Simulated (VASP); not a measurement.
# Co (P-3m1) in VASP: further runs

Runs on Co. Level: r2SCAN. Tasks: single point.

Everything below comes from runs of VASP 6.6.1. Logs are shortened: lines on timing, memory, paths and dates and some standing lists are left out, and cuts for length are marked.

### 1 The cell of the first run

Symmetry: P-3m1, No. 164, trigonal system. The conventional cell has a = 2.402 Å, b = 2.402 Å, c = 3.923 Å, α = 90.00°, β = 90.00°, γ = 120.00°. Within 3.1 Å of Co (site symmetry 3m) lie 12 Co at 2.34 to 2.47 Å.

### 2 Single point, r2SCAN, collinear spin, ferromagnetic start

Contents of POSCAR:

```
Co
1.0
    2.4015243813      0.0000000000      0.0000000000
   -1.2007621906      2.0797811220      0.0000000000
    0.0000000000      0.0000000000      3.9230628821
Co
2
Direct
    0.6666666700      0.3333333300      0.2598610000
    0.3333333300      0.6666666700      0.7401390000
```

Contents of INCAR.step1:

```
  ALGO = Normal
  EDIFF = 1E-4
  ENCUT = 520
  GGA = PE
  ISMEAR = 0
  ISPIN = 2
  LASPH = True
  LCHARG = False
  LMAXMIX = 4
  LREAL = False
  LWAVE = True
  MAGMOM = 1.93 1.93
  NBANDS = 20
  NELM = 150
  PREC = Accurate
  SIGMA = 0.05
```

Contents of INCAR.step2:

```
  ALGO = Normal
  EDIFF = 1E-7
  ENCUT = 520
  ISIF = 2
  ISMEAR = 0
  ISPIN = 2
  ISTART = 1
  LASPH = True
  LCHARG = False
  LMAXMIX = 4
  LMIXTAU = True
  LORBIT = 11
  LREAL = False
  LWAVE = False
  MAGMOM = 1.93 1.93
  METAGGA = R2SCAN
  NBANDS = 20
  NELM = 150
  PREC = Accurate
  SIGMA = 0.05
```

Contents of KPOINTS:

```
k-points
0
Gamma
  15 15 8
```

Potentials or basis: VASP PAW PBE potentials, release 64 (Co).

Launch:

```
$ cat potpaw_PBE.64/Co/POTCAR > POTCAR
$ cp INCAR.step1 INCAR
$ mpirun -np 1 vasp_std > vasp.out
$ cp INCAR.step2 INCAR
$ mpirun -np 1 vasp_std > vasp.out
```

OUTCAR:

```text
EDIFF = 1E-7
   ENCUT = 520
   ISIF = 2
   ISMEAR = 0
   ISPIN = 2
   ISTART = 1
   LASPH = True
   LORBIT = 11
   LREAL = False
   METAGGA = R2SCAN
   NELM = 150
   PREC = Accurate

 ion  position               nearest neighbor table
   1  0.667  0.333  0.260-   2 2.34   2 2.34   2 2.34   2 2.47   2 2.47   2 2.47
   2  0.333  0.667  0.740-   1 2.34   1 2.34   1 2.34   1 2.47   1 2.47   1 2.47

  LATTYP: Found a hexagonal cell.
 ALAT       =     2.4015243813
 C/A-ratio  =     1.6335719565

  Lattice vectors:

 A1 = (   2.4015243813,   0.0000000000,   0.0000000000)
 A2 = (  -1.2007621906,   2.0797811220,   0.0000000000)
 A3 = (   0.0000000000,   0.0000000000,   3.9230628821)

Analysis of symmetry for initial positions (statically):
=====================================================================
 Subroutine PRICEL returns:
 Original cell was already a primitive cell.

 Routine SETGRP: Setting up the symmetry group for a
 hexagonal supercell.

 Subroutine GETGRP returns: Found 12 space group operations
 (whereof 12 operations were pure point group operations)
 out of a pool of 24 trial point group operations.

The static configuration has the point symmetry D_3d.

Analysis of symmetry for dynamics (positions and initial velocities):
=====================================================================
 Subroutine PRICEL returns:
 Original cell was already a primitive cell.

 Routine SETGRP: Setting up the symmetry group for a
 hexagonal supercell.

 Subroutine GETGRP returns: Found 12 space group operations
 (whereof 12 operations were pure point group operations)
 out of a pool of 24 trial point group operations.

The dynamic configuration has the point symmetry D_3d.

Analysis of structural, dynamic, and magnetic symmetry:
=====================================================================
 Subroutine PRICEL returns:
 Original cell was already a primitive cell.

 Routine SETGRP: Setting up the symmetry group for a
 hexagonal supercell.

 Subroutine GETGRP returns: Found 12 space group operations
 (whereof 12 operations were pure point group operations)
 out of a pool of 24 trial point group operations.

The overall configuration has the point symmetry D_3d.

 Subroutine INISYM returns: Found 12 space group operations
 (whereof 12 operations are pure point group operations),
 and found     1 'primitive' translations

----------------------------------------------------------------------------------------

                                     Primitive cell

  volume of cell :      19.5943

  direct lattice vectors                    reciprocal lattice vectors
     2.401524381  0.000000000  0.000000000     0.416402185  0.240409914  0.000000000
    -1.200762191  2.079781122  0.000000000     0.000000000  0.480819827  0.000000000
     0.000000000  0.000000000  3.923062882     0.000000000  0.000000000  0.254902873

  length of vectors
     2.401524381  2.401524381  3.923062882     0.480819827  0.480819827  0.254902873

  position of ions in fractional coordinates (direct lattice)
     0.666666670  0.333333330  0.259861000
     0.333333330  0.666666670  0.740139000

  ion indices of the primitive-cell ions
   primitive index   ion index
                 1           1
                 2           2

----------------------------------------------------------------------------------------

 KPOINTS: k-points

Automatic generation of k-mesh.
 Grid dimensions read from file:
 generate k-points for:   15   15    8

 Generating k-lattice:

  Cartesian coordinates                     Fractional coordinates (reciprocal lattice)
     0.027760146  0.016027328  0.000000000     0.066666667  0.000000000  0.000000000
     0.000000000  0.032054655  0.000000000     0.000000000  0.066666667  0.000000000
     0.000000000  0.000000000  0.031862859     0.000000000  0.000000000  0.125000000

  Length of vectors
     0.032054655  0.032054655  0.031862859

  Shift w.r.t. Gamma in fractional coordinates (k-lattice)
     0.000000000  0.000000000  0.000000000

 Subroutine IBZKPT returns following result:
 ===========================================

 Found    192 irreducible k-points:

 Following reciprocal coordinates:
            Coordinates               Weight
  0.000000  0.000000  0.000000      1.000000
  0.066667  0.000000  0.000000      6.000000
  0.133333  0.000000  0.000000      6.000000
  0.200000  0.000000  0.000000      6.000000
  0.266667  0.000000  0.000000      6.000000
  0.333333  0.000000  0.000000      6.000000
[... 16 lines left out ...]
  0.333333  0.200000  0.000000     12.000000
  0.400000  0.200000  0.000000      6.000000
 [... further k-points ...]
   k-points           NKPTS =    192   k-points in BZ     NKDIM =    192   number of bands    NBANDS=     20
   number of dos      NEDOS =    301   number of ions     NIONS =      2
   total plane-waves  NPLWV =   9720
   dimension x,y,z NGX =    18 NGY =   18 NGZ =   30
   dimension x,y,z NGXF=    36 NGYF=   36 NGZF=   60
   ions per type =               2
   NGX,Y,Z   is equivalent  to a cutoff of  12.46, 12.46, 12.71 a.u.
   NGXF,Y,Z  is equivalent  to a cutoff of  24.92, 24.92, 25.43 a.u.
 SYSTEM =  unknown system
   PREC   = accura    normal or accurate (medium, high low for compatibility)
   ISTART =      1    job   : 0-new  1-cont  2-samecut
   ICHARG =      0    charge: 1-file 2-atom 10-const
   ISPIN  =      2    spin polarized calculation?
   LNONCOLLINEAR =      F non collinear calculations
   LSORBIT =      F    spin-orbit coupling
   LASPH  =      T    aspherical Exc in radial PAW
   ENCUT  =  520.0 eV  38.22 Ry    6.18 a.u.   4.47  4.47  7.29*2*pi/ulx,y,z
   NELM   =    150;   NELMIN=  2; NELMDL=  0     # of ELM steps
   EDIFF  = 0.1E-06   stopping-criterion for ELM
   LREAL  =      F    real-space projection
   EDIFFG = 0.1E-05   stopping-criterion for IOM
   NSW    =      0    number of steps for IOM
   IBRION =     -1    ionic relax: 0-MD 1-quasi-New 2-CG
   NFREE  =      0    steps in history (QN), initial steepest desc. (CG)
   ISIF   =      2    stress and relaxation
   ISYM   =      2    0-nonsym 1-usesym 2-fastsym
   POTIM  = 0.5000    time-step for ionic-motion
   TEBEG  =    0.0;   TEEND  =   0.0 temperature during run
   PSTRESS=    0.0 pullay stress
   NELECT =      18.0000    total number of electrons
   NUPDOWN=      -1.0000    fix difference up-down
   EMIN   =  10.00;   EMAX   =-10.00  energy-range for DOS
   EFERMI =   0.00;   METHOD = LEGACY
   ISMEAR =     0;   SIGMA  =   0.05  broadening in eV -4-tet -1-fermi 0-gaus
   EFERMI_NEDOS =   21; number of points for ismear=-14 and -15
   IALGO  =     38    algorithm
   IMIX   =      4    mixing-type and parameters
     AMIX     =   0.40;   BMIX     =  1.00
     AMIX_MAG =   1.60;   BMIX_MAG =  1.00
  volume/ion in A,a.u.               =       9.80        66.11
  Fermi-wavevector in a.u.,A,eV,Ry     =   1.591435  3.007377 34.459024  2.532667
  Thomas-Fermi vector in A             =   2.689976
   LORBIT       =     11    0 simple, 1 ext, 2 COOP (PROOUT), +10 PAW based schemes
   METAGGA = R2SCAN    functional components
   LHFCALC =     F    Hartree Fock is set to
   AEXX    =    0.0000 exact exchange contribution
   IVDW    =     0    specifies the selected vdW correction
   LEPSILON=     F    determine dielectric tensor
   LRPA    =     F    only Hartree local field effects (RPA)
 spin polarized calculation
 Gauss-broadening in eV      SIGMA  =   0.05
  energy-cutoff  :      520.00
  volume of cell :       19.59
 maximum number of plane-waves:       551
 NGX is ok and might be reduce to    18
   NGX =  9   NGY =  9   NGZ = 15

 number of electron      18.0000004 magnetization       3.3487074

 Free energy of the ion-electron system (eV)
  ---------------------------------------------------
  ext. energy  EPLUGINS =         0.00000000
  ---------------------------------------------------
  free energy    TOTEN  =       -26.29589064 eV

  energy without entropy =      -26.29473246  energy(sigma->0) =      -26.29531155

 E-fermi :  11.8945     XC(G=0): -15.3728

 val. band max:       11.8934472842   @ k =   0.2000   0.0667   0.3750
 cond. band min:      11.8971119493   @ k =   0.2000   0.1333   0.5000
 fundamental gap:      0.0036646651
 Fermi energy:        11.8945197290

 spin component 1

 k-point     1 :       0.0000    0.0000    0.0000
  band No.  band energies     occupation
      1       1.8704      1.00000
      2       5.5694      1.00000
      3       8.3099      1.00000
      4       8.3466      1.00000
      5       8.3466      1.00000
      6       8.7151      1.00000
[... 12 lines left out ...]
     19      40.4562      0.00000
     20      40.4563      0.00000

 k-point     2 :       0.0667    0.0000    0.0000
  band No.  band energies     occupation
      1       2.0462      1.00000
      2       5.6756      1.00000
      3       8.1244      1.00000
      4       8.4309      1.00000
      5       8.5051      1.00000
      6       8.6744      1.00000
[... 12 lines left out ...]
     19      42.3333      0.00000
     20      42.4742      0.00000

 k-point     3 :       0.1333    0.0000    0.0000
  band No.  band energies     occupation
      1       2.5598      1.00000
      2       5.9575      1.00000
      3       7.8676      1.00000
      4       8.4947      1.00000
      5       8.6005      1.00000
      6       8.6669      1.00000
[... 12 lines left out ...]
     19      40.8672      0.00000
     20      43.2299      0.00000

 k-point     4 :       0.2000    0.0000    0.0000
  band No.  band energies     occupation
      1       3.3618      1.00000
      2       6.2816      1.00000
      3       7.5757      1.00000
      4       7.9118      1.00000
      5       8.4058      1.00000
      6       8.7250      1.00000
[... 429 lines left out ...]
 k-point    23 :       0.3333    0.2000    0.0000
  band No.  band energies     occupation
      1       6.2857      1.00000
      2       6.5813      1.00000
      3       6.6004      1.00000
      4       7.6261      1.00000
      5       7.9751      1.00000
      6       8.3780      1.00000
[... 12 lines left out ...]
     19      33.6220      0.00000
     20      43.0115      0.00000

 k-point    24 :       0.4000    0.2000    0.0000
  band No.  band energies     occupation
      1       6.2374      1.00000
      2       6.5236      1.00000
      3       6.6387      1.00000
      4       7.7997      1.00000
      5       8.0091      1.00000
      6       8.2772      1.00000
[... 12 lines left out ...]
     19      33.4393      0.00000
     20      42.9553      0.00000

 [... further k-points ...]

 spin component 2

 k-point     1 :       0.0000    0.0000    0.0000
  band No.  band energies     occupation
      1       1.3141      1.00000
      2       6.6625      1.00000
      3      10.5099      1.00000
      4      10.7339      1.00000
      5      10.7339      1.00000
      6      11.0455      1.00000
[... 12 lines left out ...]
     19      41.1711      0.00000
     20      41.1712      0.00000

 k-point     2 :       0.0667    0.0000    0.0000
  band No.  band energies     occupation
      1       1.4938      1.00000
      2       6.7900      1.00000
      3      10.3409      1.00000
      4      10.6057      1.00000
      5      10.8321      1.00000
      6      10.9184      1.00000
[... 12 lines left out ...]
     19      42.5714      0.00000
     20      43.2724      0.00000

 k-point     3 :       0.1333    0.0000    0.0000
  band No.  band energies     occupation
      1       2.0221      1.00000
      2       7.1394      1.00000
      3       9.8472      1.00000
      4      10.1138      1.00000
      5      10.7844      1.00000
      6      11.1169      1.00000
[... 12 lines left out ...]
     19      41.1635      0.00000
     20      44.4790      0.00000

 k-point     4 :       0.2000    0.0000    0.0000
  band No.  band energies     occupation
      1       2.8633      1.00000
      2       7.5940      1.00000
      3       9.2051      1.00000
      4       9.7240      1.00000
      5      10.5770      1.00000
      6      11.2083      1.00000
[... 429 lines left out ...]
 k-point    23 :       0.3333    0.2000    0.0000
  band No.  band energies     occupation
      1       7.4005      1.00000
      2       8.0782      1.00000
      3       8.1070      1.00000
      4       8.7334      1.00000
      5      10.2345      1.00000
      6      10.5766      1.00000
[... 12 lines left out ...]
     19      34.3575      0.00000
     20      44.5602      0.00000

 k-point    24 :       0.4000    0.2000    0.0000
  band No.  band energies     occupation
      1       7.7309      1.00000
      2       7.9900      1.00000
      3       8.0479      1.00000
      4       8.7905      1.00000
      5      10.2983      1.00000
      6      10.4173      1.00000
[... 12 lines left out ...]
     19      34.1717      0.00000
     20      44.4848      0.00000

 [... further k-points ...]
[... 5 lines left out ...]
  --------------------------------------------------------------------------------------
  -------------------------------------------------------------------------------------
  Total        2.8662726      2.8662726      2.8958634      0.0000000      0.0000000      0.0000000
  in kB      234.3679248    234.3679248    236.7874882      0.0000000      0.0000000      0.0000000
  external PRESSURE =     235.1744459 kB  Pullay stress =       0.0000000 kB

 VOLUME and BASIS-vectors are now :
 -----------------------------------------------------------------------------
  energy-cutoff  :      520.00
  volume of cell :       19.59
      direct lattice vectors                 reciprocal lattice vectors
     2.401524381  0.000000000  0.000000000     0.416402185  0.240409914  0.000000000
    -1.200762191  2.079781122  0.000000000     0.000000000  0.480819827  0.000000000
     0.000000000  0.000000000  3.923062882     0.000000000  0.000000000  0.254902873

 POSITION                                       TOTAL-FORCE (eV/Angst)
 -----------------------------------------------------------------------------------
      1.20076      0.69326      1.01945         0.000000      0.000000     -0.607752
     -0.00000      1.38652      2.90361         0.000000     -0.000000      0.607752
 -----------------------------------------------------------------------------------
    total drift:                                0.000000      0.000000     -0.000000

  FREE ENERGIE OF THE ION-ELECTRON SYSTEM (eV)
  ---------------------------------------------------
  free  energy   TOTEN  =       -26.2958906431 eV

  energy  without entropy=      -26.2947324641  energy(sigma->0) =      -26.29531155

 total charge

# of ion       s       p       d       tot
------------------------------------------
    1        0.557   0.659   7.311   8.527
    2        0.557   0.659   7.311   8.527
--------------------------------------------------
tot          1.114   1.317  14.623  17.054

 magnetization (x)

# of ion       s       p       d       tot
------------------------------------------
    1       -0.014  -0.092   1.817   1.711
    2       -0.014  -0.092   1.817   1.711
--------------------------------------------------
tot         -0.028  -0.184   3.634   3.422
```

Run time: 6.4 min. Hardware: 1 thread of Intel Xeon 6975P-C, shared host; peak memory 0.22 GiB.

Results:

```yaml
Free_energy: -26.2959 eV
Pressure: 23.5 GPa
Largest_force: 0.608 eV/Å
Net_moment: 3.35 μB per cell
Site_moments: Co +1.71 μB
Valence_electrons_inside_the_program's_atomic_spheres: Co 8.53
```

Forces in eV/Å, atoms in the order of the input:
```
Co   0.000  0.000 -0.608
Co   0.000  0.000  0.608
```

Caveat: the PAW data sets were made with another functional, which shifts forces and pressure a little.

(Continued in part 2 of 2.)
